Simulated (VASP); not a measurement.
# Sn3Se (Pm-3m) in VASP: a series of runs, part 2 of 2

VASP 6.6.1. Earlier steps stand in the parts before.

## (6) Single point, PBEsol (strained)

Input file INCAR:

```
ALGO = Normal ; EDIFF = 1E-6
ENCUT = 520 ; GGA = PS
ISIF = 2 ; ISMEAR = 0
LASPH = T ; LCHARG = F
LREAL = F ; LWAVE = F
NBANDS = 32 ; NELM = 60
PREC = Accurate ; SIGMA = 0.1
```

Input file KPOINTS:

```
k-points
0
Gamma
  10 10 10
```

Input file POSCAR:

```
Sn3Se
1.0
    4.5967775026      0.0000000000      0.0000000000
    0.0000000000      4.5967775026      0.0000000000
    0.0000000000      0.0000000000      4.5967775026
Sn Se
3 1
Direct
    0.0000000000      0.5000000000      0.5000000000
    0.5000000000      0.0000000000      0.5000000000
    0.5000000000      0.5000000000      0.0000000000
    0.0000000000      0.0000000000      0.0000000000
```

Potentials or basis: VASP PAW PBE potentials, release 64 (Sn_d, Se).

Launch:

```sh
$ cat potpaw_PBE.64/Sn_d/POTCAR potpaw_PBE.64/Se/POTCAR > POTCAR
$ mpirun -np 1 vasp_std > vasp.out
```

OUTCAR:

```text
EDIFF = 1E-6
   ENCUT = 520
   GGA = PS
   ISIF = 2
   ISMEAR = 0
   LASPH = T
   LREAL = F
   NELM = 60
   PREC = Accurate

 ion  position               nearest neighbor table
   1  0.000  0.500  0.500-   2 3.25   3 3.25   4 3.25   3 3.25   4 3.25   2 3.25   4 3.25   4 3.25
                             2 3.25   3 3.25   3 3.25   2 3.25
   2  0.500  0.000  0.500-   1 3.25   3 3.25   4 3.25   3 3.25   4 3.25   1 3.25   3 3.25   3 3.25
                             1 3.25   4 3.25   4 3.25   1 3.25
   3  0.500  0.500  0.000-   1 3.25   2 3.25   4 3.25   1 3.25   2 3.25   2 3.25   4 3.25   2 3.25
                             1 3.25   4 3.25   1 3.25   4 3.25
   4  0.000  0.000  0.000-   1 3.25   2 3.25   3 3.25   1 3.25   2 3.25   1 3.25   3 3.25   1 3.25
                             2 3.25   3 3.25   2 3.25   3 3.25

  LATTYP: Found a simple cubic cell.
 ALAT       =     4.5967775026

  Lattice vectors:

 A1 = (   4.5967775026,   0.0000000000,   0.0000000000)
 A2 = (   0.0000000000,   4.5967775026,   0.0000000000)
 A3 = (   0.0000000000,   0.0000000000,   4.5967775026)

Analysis of symmetry for initial positions (statically):
=====================================================================
 Subroutine PRICEL returns:
 Original cell was already a primitive cell.

 Routine SETGRP: Setting up the symmetry group for a
 simple cubic supercell.

 Subroutine GETGRP returns: Found 48 space group operations
 (whereof 48 operations were pure point group operations)
 out of a pool of 48 trial point group operations.

The static configuration has the point symmetry O_h .

Analysis of symmetry for dynamics (positions and initial velocities):
=====================================================================
 Subroutine PRICEL returns:
 Original cell was already a primitive cell.

[... 127 lines left out ...]
   EFERMI_NEDOS =   21; number of points for ismear=-14 and -15
   IALGO  =     38    algorithm
   IMIX   =      4    mixing-type and parameters
     AMIX     =   0.40;   BMIX     =  1.00
     AMIX_MAG =   1.60;   BMIX_MAG =  1.00
  volume/ion in A,a.u.               =      24.28       163.87
  Fermi-wavevector in a.u.,A,eV,Ry     =   1.294300  2.445873 22.792665  1.675214
  Thomas-Fermi vector in A             =   2.425892
   LORBIT       =      0    0 simple, 1 ext, 2 COOP (PROOUT), +10 PAW based schemes
   GGA     = PS    functional components
   LHFCALC =     F    Hartree Fock is set to
   AEXX    =    0.0000 exact exchange contribution
   IVDW    =     0    specifies the selected vdW correction
   LEPSILON=     F    determine dielectric tensor
   LRPA    =     F    only Hartree local field effects (RPA)
 non-spin polarized calculation
 Gauss-broadening in eV      SIGMA  =   0.10
  energy-cutoff  :      520.00
  volume of cell :       97.13
 maximum number of plane-waves:      2641
 NGX is ok and might be reduce to    36
   NGX = 17   NGY = 17   NGZ = 17

 number of electron      48.0000027 magnetization

 Free energy of the ion-electron system (eV)
  ---------------------------------------------------
  ext. energy  EPLUGINS =         0.00000000
  ---------------------------------------------------
  free energy    TOTEN  =       -16.53334273 eV

  energy without entropy =      -16.51726253  energy(sigma->0) =      -16.52530263

 E-fermi :   8.2368     XC(G=0): -10.7531

 val. band max:        8.2364741013   @ k =   0.3000   0.3000   0.2000
 cond. band min:       8.2380958800   @ k =   0.5000   0.5000   0.0000
 fundamental gap:      0.0016217787
 Fermi energy:         8.2367520171

 k-point     1 :       0.0000    0.0000    0.0000
  band No.  band energies     occupation
      1     -13.5413      2.00000
      2     -13.5413      2.00000
      3     -13.5413      2.00000
      4     -13.4898      2.00000
      5     -13.4861      2.00000
      6     -13.4861      2.00000
[... 829 lines left out ...]
     31      13.9469      0.00000
     32      14.3252      0.00000

 [... further k-points ...]

------------------------ aborting loop because EDIFF is reached ----------------------------------------

  FORCE on cell =-STRESS in cart. coord.  units (eV):
  Direction    XX          YY          ZZ          XY          YZ          ZX
  --------------------------------------------------------------------------------------
  -------------------------------------------------------------------------------------
  Total        1.4538504      1.4538504      1.4538504      0.0000000      0.0000000     -0.0000000
  in kB       23.9811413     23.9811413     23.9811413      0.0000000      0.0000000     -0.0000000
  external PRESSURE =      23.9811413 kB  Pullay stress =       0.0000000 kB

 VOLUME and BASIS-vectors are now :
 -----------------------------------------------------------------------------
  energy-cutoff  :      520.00
  volume of cell :       97.13
      direct lattice vectors                 reciprocal lattice vectors
     4.596777503  0.000000000  0.000000000     0.217543703  0.000000000  0.000000000
     0.000000000  4.596777503  0.000000000     0.000000000  0.217543703  0.000000000
     0.000000000  0.000000000  4.596777503     0.000000000  0.000000000  0.217543703

 POSITION                                       TOTAL-FORCE (eV/Angst)
 -----------------------------------------------------------------------------------
      0.00000      2.29839      2.29839         0.000000      0.000000      0.000000
      2.29839      0.00000      2.29839         0.000000      0.000000      0.000000
      2.29839      2.29839      0.00000         0.000000      0.000000      0.000000
      0.00000      0.00000      0.00000         0.000000      0.000000      0.000000
 -----------------------------------------------------------------------------------
    total drift:                                0.000000      0.000000      0.000000

  FREE ENERGIE OF THE ION-ELECTRON SYSTEM (eV)
  ---------------------------------------------------
  free  energy   TOTEN  =       -16.5333427312 eV

  energy  without entropy=      -16.5172625316  energy(sigma->0) =      -16.52530263
```

OSZICAR:

```text
N       E                     dE             d eps       ncg     rms          rms(c)
DAV:   1     0.452829328703E+03    0.45283E+03   -0.23906E+04  3728   0.228E+03
DAV:   2     0.434349300879E+02   -0.40939E+03   -0.39603E+03  3600   0.565E+02
DAV:   3    -0.140285288159E+02   -0.57463E+02   -0.55718E+02  4344   0.175E+02
DAV:   4    -0.165940483072E+02   -0.25655E+01   -0.25551E+01  4152   0.397E+01
DAV:   5    -0.166713640147E+02   -0.77316E-01   -0.77311E-01  4832   0.724E+00    0.417E+00
DAV:   6    -0.165550098231E+02    0.11635E+00   -0.15713E-01  4816   0.388E+00    0.245E+00
DAV:   7    -0.165352333006E+02    0.19777E-01   -0.72343E-02  4448   0.197E+00    0.806E-01
DAV:   8    -0.165335435458E+02    0.16898E-02   -0.86302E-03  4560   0.647E-01    0.140E-01
DAV:   9    -0.165333506629E+02    0.19288E-03   -0.82018E-04  4192   0.261E-01    0.319E-02
DAV:  10    -0.165333434803E+02    0.71826E-05   -0.10935E-04  5024   0.102E-01    0.135E-02
DAV:  11    -0.165333424483E+02    0.10320E-05   -0.16291E-05  4200   0.394E-02    0.425E-03
DAV:  12    -0.165333427312E+02   -0.28291E-06   -0.67552E-07  2688   0.943E-03
   1 F= -.16533343E+02 E0= -.16525303E+02  d E =-.160802E-01
```

Wall time 3.6 min (1 thread of Intel Xeon 8259CL, shared host); peak memory 0.3 GiB.

Results:

* Free energy: -16.5333 eV
* Pressure: 2.4 GPa
* Band gap on the k mesh: zero (bands 24 and 25 overlap by 2.77 eV)

Caveat: the cell differs from its parent crystal (strained); the PAW data sets were made with another functional, which shifts forces and pressure a little; spin-orbit coupling is left out, which moves the levels of the heavy elements.

## (7) The runs side by side

| task | cell | k mesh | cutoff (eV) | smearing | gap on the mesh (eV) | pressure (GPa) |
| --- | --- | --- | --- | --- | --- | --- |
| single point | a = 4.660 Å, 4 atoms | 10 × 10 × 10 | 520 | gaussian 0.1 eV | none | 0.0 |
| single point | a = 4.660 Å, 4 atoms | 10 × 10 × 10 | 520 | gaussian 0.15 eV | none | -0.1 |
| single point | a = 4.660 Å, 4 atoms | 12 × 12 × 12 | 520 | gaussian 0.15 eV | none | -0.2 |
| relaxation of cell and atoms | relaxed from a = 4.742 Å, 4 atoms | 10 × 10 × 10 | 600 | gaussian 0.1 eV | none | 0.0 |
| single point | a = 4.597 Å, 4 atoms | 10 × 10 × 10 | 520 | gaussian 0.1 eV | none | 2.4 |

Alike in all rows: level PBEsol; potentials or basis VASP PAW PBE potentials, release 64 (Sn_d, Se); no spin polarisation.

Caveats: the PAW data sets were made with another functional, which shifts forces and pressure a little; spin-orbit coupling is left out, which moves the levels of the heavy elements.

Total energies depend on the potentials used, so only differences within one code and one set of settings carry meaning.
